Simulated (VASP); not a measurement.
Crystal: MnHg.

```
Hg Mn
1.0
    -3.32500    0.00000   -3.32500
     0.00000   -3.32500    0.00000
    -3.32500    0.00000    3.32500
Hg Mn
2 2
Direct
  0.00000 0.00000 0.00000
  0.50000 0.00000 0.50000
  0.00000 0.50000 0.50000
  0.50000 0.50000 0.00000
```

Base run:

- Program: VASP 6.6.1
- Functional: LDA
- Potentials or basis: VASP PAW LDA potentials, release 64 (Hg, Mn_pv)
- Cutoff: 520 eV
- k mesh: 6 × 8 × 6
- Occupations: fermi-dirac, width 0.1 eV
- Spin: collinear spin
- Starting moments: [0.0, 0.0, 0.0, 4.5] μB

Its results: pressure -16.3 GPa; net moment 3.77 μB per cell.

**Question.** The run is repeated on the same cell with these changes: further incar settings from ALGO = Normal; EDIFF = 1e-07; NBANDS = 37 to ALGO = Normal; EDIFF = 1e-06; NBANDS = 37; moments at the start from [0.0, 0.0, 0.0, 4.5] to [0.0, 0.0, 0.14, 0.14]. What comes out?

**Answer.** Pressure -23.0 GPa; net moment 0.00 μB per cell.

Caveats: the cell stands under tension.
